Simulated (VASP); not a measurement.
# Al3GaN4 (Cm) in VASP: single point with r2SCAN

Aim: the single point of Al3GaN4 with r2SCAN.

Program: VASP 6.6.1. These are calculated values, not measurements. Logs are shortened: lines on timing, memory, paths and dates and some standing lists are left out, and cuts for length are marked.

## Step 1: The cell of the first run

The structure is monoclinic, space group Cm (No. 8). The conventional cell has a = 6.224 Å, b = 6.224 Å, c = 4.401 Å, α = 90.00°, β = 90.00°, γ = 90.00°. Al (site symmetry m) has 4 N at 1.89 Å within 2.5 Å. Al (site symmetry 1) has 4 N at 1.89 Å within 2.5 Å. Within 2.5 Å of Ga (site symmetry m) lie 4 N at 1.89 to 2.00 Å. N (site symmetry m) has 3 Al at 1.89 Å and 1 Ga at 1.89 Å within 2.5 Å. N (site symmetry 1) has 3 Al at 1.89 Å and 1 Ga at 1.95 Å within 2.5 Å. N (site symmetry m) has 3 Al at 1.89 Å and 1 Ga at 2.00 Å within 2.5 Å.

## Step 2: Single point, r2SCAN (atom 4 (Ga) moved -0.067 Å along Cartesian [1 1 0])

POSCAR reads:

```
Al3GaN4
1.0
    4.4012372935      0.0000000000      0.0000000000
    0.0000000000      4.4012372935      0.0000000000
    0.0000000000      0.0000000000      4.4012372935
Al Ga N
3 1 4
Direct
    0.5000000000      0.5000000000      0.0000000000
    0.5000000000      0.0000000000      0.5000000000
    0.0000000000      0.5000000000      0.5000000000
   -0.0107160826     -0.0107160826      0.0000000000
    0.7444581597      0.7444581597      0.2555418403
    0.7444581597      0.2555418403      0.7444581597
    0.2555418403      0.7444581597      0.7444581597
    0.2555418403      0.2555418403      0.2555418403
```

INCAR.step1 reads:

```
SYSTEM = Al3GaN4
PREC = Accurate ; ENCUT = 520
ISMEAR = 0 ; SIGMA = 0.05
LREAL = .False. ; LASPH = .True.
NELM = 80 ; NBANDS = 31
GGA = PE ; ALGO = Normal
EDIFF = 1E-4 ; LWAVE = .True.
LCHARG = .False.
```

INCAR.step2 reads:

```
SYSTEM = Al3GaN4
PREC = Accurate ; ENCUT = 520
EDIFF = 1E-7 ; ISMEAR = 0
SIGMA = 0.05 ; LREAL = .False.
LASPH = .True. ; NELM = 80
ALGO = Normal ; ISIF = 2
LWAVE = .False. ; LCHARG = .True.
METAGGA = R2SCAN ; LMIXTAU = .True.
LELF = .True. ; LVHAR = .True.
NBANDS = 31 ; ISTART = 1
```

KPOINTS reads:

```
regular mesh
0
Gamma
  6 6 6
  0 0 0
```

Potentials or basis: VASP PAW PBE potentials, release 64 (Al, Ga_d, N).

Launch:

```bash
cat potpaw_PBE.64/Al/POTCAR potpaw_PBE.64/Ga_d/POTCAR potpaw_PBE.64/N/POTCAR > POTCAR
cp INCAR.step1 INCAR
mpirun -np 1 vasp_std > vasp.out
cp INCAR.step2 INCAR
mpirun -np 1 vasp_std > vasp.out
```

OUTCAR:

```text
SYSTEM = Al3GaN4
   PREC = Accurate
   ENCUT = 520
   EDIFF = 1E-7
   ISMEAR = 0
   LREAL = .False.
   LASPH = .True.
   NELM = 80
   ISIF = 2
   METAGGA = R2SCAN
   ISTART = 1

 ion  position               nearest neighbor table
   1  0.500  0.500  0.000-   5 1.89   6 1.89   7 1.89   8 1.89   4 3.05   3 3.11   2 3.11   2 3.11
                             3 3.11   2 3.11   2 3.11   3 3.11   3 3.11   4 3.11   4 3.11
   2  0.500  0.000  0.500-   5 1.89   6 1.89   7 1.89   8 1.89   4 3.08   4 3.08   1 3.11   1 3.11
                             3 3.11   1 3.11   3 3.11   1 3.11   3 3.11   3 3.11
   3  0.000  0.500  0.500-   5 1.89   6 1.89   7 1.89   8 1.89   4 3.08   4 3.08   1 3.11   1 3.11
                             2 3.11   2 3.11   1 3.11   2 3.11   1 3.11   2 3.11
   4  0.989  0.989  0.000-   5 1.89   6 1.95   7 1.95   8 2.00   1 3.05   2 3.08   3 3.08   2 3.08
                             3 3.08   1 3.11   1 3.11
   5  0.744  0.744  0.256-   1 1.89   2 1.89   3 1.89   4 1.89
   6  0.744  0.256  0.744-   1 1.89   2 1.89   3 1.89   4 1.95
   7  0.256  0.744  0.744-   1 1.89   2 1.89   3 1.89   4 1.95
   8  0.256  0.256  0.256-   1 1.89   2 1.89   3 1.89   4 2.00

  LATTYP: Found a simple cubic cell.
 ALAT       =     4.4012372935

  Lattice vectors:

 A1 = (   4.4012372935,   0.0000000000,   0.0000000000)
 A2 = (   0.0000000000,   4.4012372935,   0.0000000000)
 A3 = (   0.0000000000,   0.0000000000,   4.4012372935)

Analysis of symmetry for initial positions (statically):
=====================================================================
 Subroutine PRICEL returns:
 Original cell was already a primitive cell.

 Routine SETGRP: Setting up the symmetry group for a
 simple cubic supercell.

 Subroutine GETGRP returns: Found  2 space group operations
 (whereof  2 operations were pure point group operations)
 out of a pool of 48 trial point group operations.

The static configuration has the point symmetry C_1h.

Analysis of symmetry for dynamics (positions and initial velocities):
=====================================================================
 Subroutine PRICEL returns:
 Original cell was already a primitive cell.

 Routine SETGRP: Setting up the symmetry group for a
 simple cubic supercell.

 Subroutine GETGRP returns: Found  2 space group operations
 (whereof  2 operations were pure point group operations)
 out of a pool of 48 trial point group operations.

The dynamic configuration has the point symmetry C_1h.

 Subroutine INISYM returns: Found  2 space group operations
 (whereof  2 operations are pure point group operations),
 and found     1 'primitive' translations
[... 115 lines left out ...]
   POTIM  = 0.5000    time-step for ionic-motion
   TEBEG  =    0.0;   TEEND  =   0.0 temperature during run
   PSTRESS=    0.0 pullay stress
   NELECT =      42.0000    total number of electrons
   NUPDOWN=      -1.0000    fix difference up-down
   EMIN   =  10.00;   EMAX   =-10.00  energy-range for DOS
   EFERMI =   0.00;   METHOD = LEGACY
   ISMEAR =     0;   SIGMA  =   0.05  broadening in eV -4-tet -1-fermi 0-gaus
   EFERMI_NEDOS =   21; number of points for ismear=-14 and -15
   IALGO  =     38    algorithm
   IMIX   =      4    mixing-type and parameters
     AMIX     =   0.40;   BMIX     =  1.00
     AMIX_MAG =   1.60;   BMIX_MAG =  1.00
  volume/ion in A,a.u.               =      10.66        71.92
  Fermi-wavevector in a.u.,A,eV,Ry     =   1.292954  2.443329 22.745275  1.671731
  Thomas-Fermi vector in A             =   2.424630
   LORBIT       =      0    0 simple, 1 ext, 2 COOP (PROOUT), +10 PAW based schemes
   METAGGA = R2SCAN    functional components
   LHFCALC =     F    Hartree Fock is set to
   AEXX    =    0.0000 exact exchange contribution
   IVDW    =     0    specifies the selected vdW correction
   LEPSILON=     F    determine dielectric tensor
   LRPA    =     F    only Hartree local field effects (RPA)
 non-spin polarized calculation
 Gauss-broadening in eV      SIGMA  =   0.05
  energy-cutoff  :      520.00
  volume of cell :       85.26
 maximum number of plane-waves:      2320
 NGX is ok and might be reduce to    36
   NGX = 17   NGY = 17   NGZ = 17

 number of electron      42.0000002 magnetization

 Free energy of the ion-electron system (eV)
  ---------------------------------------------------
  ext. energy  EPLUGINS =         0.00000000
  ---------------------------------------------------
  free energy    TOTEN  =       -79.39404249 eV

  energy without entropy =      -79.39404249  energy(sigma->0) =      -79.39404249

 E-fermi :   5.7815     XC(G=0): -11.7540

 val. band max:        5.5523186451   @ k =   0.0000   0.0000   0.0000
 cond. band min:       9.2765126247   @ k =   0.0000   0.0000   0.0000
 fundamental gap:      3.7241939796
 Fermi energy:         5.7815203201

 k-point     1 :       0.0000    0.0000    0.0000
  band No.  band energies     occupation
      1     -10.4999      2.00000
      2      -8.7264      2.00000
      3      -8.5704      2.00000
      4      -8.4252      2.00000
      5      -7.4801      2.00000
      6      -7.4801      2.00000
[... 805 lines left out ...]
     30      17.0141      0.00000
     31      17.1549      0.00000

 [... further k-points ...]

------------------------ aborting loop because EDIFF is reached ----------------------------------------

  FORCE on cell =-STRESS in cart. coord.  units (eV):
  Direction    XX          YY          ZZ          XY          YZ          ZX
  --------------------------------------------------------------------------------------
  -------------------------------------------------------------------------------------
  Total        0.0497262      0.0497262      0.1243311      0.0952593     -0.4547183     -0.4547406
  in kB        0.9344824      0.9344824      2.3365015      1.7901668     -8.5453267     -8.5457455
  external PRESSURE =       1.4018221 kB  Pullay stress =       0.0000000 kB

 VOLUME and BASIS-vectors are now :
 -----------------------------------------------------------------------------
  energy-cutoff  :      520.00
  volume of cell :       85.26
      direct lattice vectors                 reciprocal lattice vectors
     4.401237294  0.000000000  0.000000000     0.227208835  0.000000000  0.000000000
     0.000000000  4.401237294  0.000000000     0.000000000  0.227208835  0.000000000
     0.000000000  0.000000000  4.401237294     0.000000000  0.000000000  0.227208835

 POSITION                                       TOTAL-FORCE (eV/Angst)
 -----------------------------------------------------------------------------------
      2.20062      2.20062      0.00000        -0.231382     -0.231382      0.002779
      2.20062      0.00000      2.20062        -0.230710      0.173385     -0.002063
      0.00000      2.20062      2.20062         0.173385     -0.230710     -0.002063
      4.35407      4.35407      0.00000         0.894113      0.894113     -0.113637
      3.27654      3.27654      1.12470        -0.351098     -0.351098      0.321945
      3.27654      1.12470      3.27654        -0.076740     -0.001408     -0.037535
      1.12470      3.27654      3.27654        -0.001408     -0.076740     -0.037535
      1.12470      1.12470      1.12470        -0.176160     -0.176160     -0.131889
 -----------------------------------------------------------------------------------
    total drift:                               -0.018427     -0.018427      0.004827

  FREE ENERGIE OF THE ION-ELECTRON SYSTEM (eV)
  ---------------------------------------------------
  free  energy   TOTEN  =       -79.3940424904 eV

  energy  without entropy=      -79.3940424904  energy(sigma->0) =      -79.39404249
```

OUTCAR.step1:

```text
SYSTEM = Al3GaN4
   PREC = Accurate
   ENCUT = 520
   ISMEAR = 0
   LREAL = .False.
   LASPH = .True.
   NELM = 80
[... 1064 lines left out ...]
      3.27654      1.12470      3.27654        -0.087418      0.019103     -0.052547
      1.12470      3.27654      3.27654         0.019103     -0.087418     -0.052547
      1.12470      1.12470      1.12470        -0.157933     -0.157933     -0.117759
 -----------------------------------------------------------------------------------
    total drift:                                0.002115      0.002115     -0.000959

  FREE ENERGIE OF THE ION-ELECTRON SYSTEM (eV)
  ---------------------------------------------------
  free  energy   TOTEN  =       -56.6116128706 eV

  energy  without entropy=      -56.6116128706  energy(sigma->0) =      -56.61161287
```

OSZICAR.step1:

```text
N       E                     dE             d eps       ncg     rms          rms(c)
DAV:   1     0.322479849475E+03    0.32248E+03   -0.19499E+04  4725   0.169E+03
DAV:   2    -0.203665326020E+02   -0.34285E+03   -0.31769E+03  4977   0.458E+02
DAV:   3    -0.641444713453E+02   -0.43778E+02   -0.43182E+02  4743   0.128E+02
DAV:   4    -0.659230929119E+02   -0.17786E+01   -0.17718E+01  5674   0.290E+01
DAV:   5    -0.659650987156E+02   -0.42006E-01   -0.41991E-01  5057   0.410E+00    0.169E+01
DAV:   6    -0.564557572591E+02    0.95093E+01   -0.29417E+01  6708   0.532E+01    0.555E+00
DAV:   7    -0.566495273388E+02   -0.19377E+00   -0.31558E+00  5176   0.109E+01    0.406E+00
DAV:   8    -0.566421306511E+02    0.73967E-02   -0.43088E-01  5744   0.614E+00    0.101E+00
DAV:   9    -0.566119403007E+02    0.30190E-01   -0.99772E-02  6569   0.412E+00    0.527E-01
DAV:  10    -0.566112383791E+02    0.70192E-03   -0.14972E-02  5168   0.686E-01    0.192E-01
DAV:  11    -0.566116037945E+02   -0.36542E-03   -0.11030E-03  6152   0.275E-01    0.229E-02
DAV:  12    -0.566116128706E+02   -0.90761E-05   -0.12484E-04  3726   0.922E-02
   1 F= -.56611613E+02 E0= -.56611613E+02  d E =-.576508E-12
```

Wall time 4.4 min (1 thread of Intel Xeon 6975P-C (Granite Rapids), shared host); peak memory 0.32 GiB.

What came out:

* Free energy: -79.3940 eV
* Pressure: 0.1 GPa
* Largest force: 1.270 eV/Å
* Band gap on the k mesh: 3.72 eV

Forces on the atoms (eV/Å):
```
Al  -0.231 -0.231  0.003
Al  -0.231  0.173 -0.002
Al   0.173 -0.231 -0.002
Ga   0.894  0.894 -0.114
N   -0.351 -0.351  0.322
N   -0.077 -0.001 -0.038
N   -0.001 -0.077 -0.038
N   -0.176 -0.176 -0.132
```

Stress tensor (GPa, compression positive):
```
 0.09  0.18 -0.85
 0.18  0.09 -0.85
-0.85 -0.85  0.23
```

Caveat: the cell differs from its parent crystal (atom 4 (Ga) moved -0.067 Å along Cartesian [1 1 0]); the PAW data sets were made with another functional, which shifts forces and pressure a little. A k mesh can miss the band edges.
